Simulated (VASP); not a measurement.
**LaF4: single point with PBE**

The system is LaF4.

```
CELL_PARAMETERS angstrom
3.54919 0.00000 0.00000
-1.77459 3.07369 0.00000
0.00000 0.00000 7.24405
ATOMIC_POSITIONS crystal
La 0.00000 0.00000 0.50000
F 0.33333 0.66667 0.39276
F 0.66667 0.33333 0.39276
F 0.66667 0.33333 0.60724
F 0.33333 0.66667 0.60724
```

- Program: VASP 6.6.1
- Task: single point
- Functional: PBE
- Potentials or basis: VASP PAW PBE potentials, release 64 (La, F)
- Cutoff: 520 eV
- k mesh: 6 × 6 × 4
- Occupations: gaussian, width 0.1 eV
- Spin: no spin polarisation
- Dipole correction: no
- Further INCAR settings: ALGO = Normal; EDIFF = 1e-06; NBANDS = 28

```json
{"Pressure": "96.4 GPa", "Largest force": "15.775 eV/Å"}
```

Forces in eV/Å, atoms in the order of the input:
```
La    0.000   0.000   0.000
F     0.000   0.000 -15.775
F     0.000   0.000 -15.775
F     0.000   0.000  15.775
F     0.000   0.000  15.775
```

Stress tensor (GPa, compression positive):
```
95.21  0.00  0.00
 0.00 95.21  0.00
 0.00  0.00 98.86
```

Levels at points of the mesh, in eV from the Fermi level:
| k point | band 16 | band 17 | band 18 | band 19 | band 20 | band 21 | band 22 | band 23 |
| --- | --- | --- | --- | --- | --- | --- | --- | --- |
| (0.00, 0.00, 0.00) | -3.58 | -1.55 | -1.55 | -1.52 | 0.44 | 3.83 | 6.36 | 6.36 |
| (0.50, 0.00, 0.00) | -3.51 | -3.20 | -2.25 | -0.70 | -0.18 | 5.08 | 6.00 | 6.53 |
| (0.00, 0.00, 0.50) | -3.58 | -1.59 | -1.55 | -1.55 | 0.44 | 4.61 | 5.77 | 6.36 |
| (0.50, 0.00, 0.50) | -3.51 | -3.20 | -2.25 | -0.72 | -0.19 | 5.41 | 6.00 | 6.42 |

Run time: 51 s on 1 thread of Intel(R) Xeon(R) Platinum 8375C CPU @ 2.90GHz (Ice Lake), with other jobs on the host, peak memory 0.22 GiB.

Caveat: spin-orbit coupling is left out, which moves the levels of the heavy elements; an odd number of electrons without spin polarisation forces a metal; a magnetic or distorted state may lie lower.
